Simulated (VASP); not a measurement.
Nb, 1 atom in the cell. The structure is cubic, space group Im-3m (No. 229). The conventional cell has a = 3.211 Å, b = 3.211 Å, c = 3.211 Å, α = 90.00°, β = 90.00°, γ = 90.00°. Nb (site symmetry m-3m) has 14 Nb at 2.78 to 3.21 Å within 3.7 Å. 

```yaml
Program: VASP 6.6.1
Task: relaxation of cell and atoms
Functional: PBE
Potentials_or_basis: VASP PAW PBE potentials, release 64 (Nb_sv)
Cutoff: 500 eV
k_mesh: 8 × 8 × 8
Occupations: gaussian, width 0.1 eV
Spin: no spin polarisation
Dipole_correction: no
Further_INCAR_settings: ALGO = Normal; EDIFF = 1e-07; IBRION = 2; EDIFFG = -0.05; NSW = 80; ISIF = 3
```

Potentials or basis: VASP PAW PBE potentials, release 64 (Nb_sv).

Run with:

```bash
$ cat potpaw_PBE.64/Nb_sv/POTCAR > POTCAR
$ mpirun -np 1 vasp_std > vasp.out
```

Hardware: 1 thread of Intel(R) Xeon(R) Platinum 8488C (Sapphire Rapids), on a shared host.

**Question.** Estimate the wall time of this run.

**Answer.** It took 18 s on 1 thread of Intel(R) Xeon(R) Platinum 8488C (Sapphire Rapids) (shared host), peak memory 0.12 GiB. Counts: scf iterations 46, k points 29, ion steps 4.
